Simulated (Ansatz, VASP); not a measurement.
# TaMo4 in VASP and in Ansatz

```xyz
5
Lattice="4.6619 0.0000 0.0000 0.0000 4.6619 0.0000 0.0000 0.0000 4.6619" Properties=species:S:1:pos:R:3 pbc="T T T"
Ta    2.3309    2.3309    2.3309
Mo    0.0000    2.3309    2.3309
Mo    2.3309    0.0000    2.3309
Mo    2.3309    2.3309    0.0000
Mo    0.0000    0.0000    0.0000
```

Alike in both runs: task single point; functional PBE; k mesh 4 × 4 × 4; occupations gaussian, width 0.1 eV; collinear spin.

```csv
,VASP,Ansatz
version,VASP 6.6.1,Ansatz 0.2.0
potentials or method,"VASP PAW PBE potentials, release 64 (Ta_pv, Mo_sv), cutoff 520 eV","scalar-relativistic, plane waves, PAW"
valence electrons in the cell,67,69
```

```csv
,VASP,Ansatz,Ansatz less VASP
gap on the k mesh at the Fermi level (eV),none,none,-
pressure (GPa),0.8,0.1,-0.64
net moment per atom (μB),0.00,0.05,+0.046
size of the moment on the site where the two differ most (μB),0.00,0.63,+0.632
```

Site moments also hang on the region over which each program counts them. A gap of «none» marks a metal or a gap that the smearing closes. VASP's potentials hold 67 valence electrons a cell and Ansatz's 69, so a difference there can come from the potentials and not from the codes. Ansatz's warnings: seeded moment not kept.

Spin-orbit coupling is off throughout.
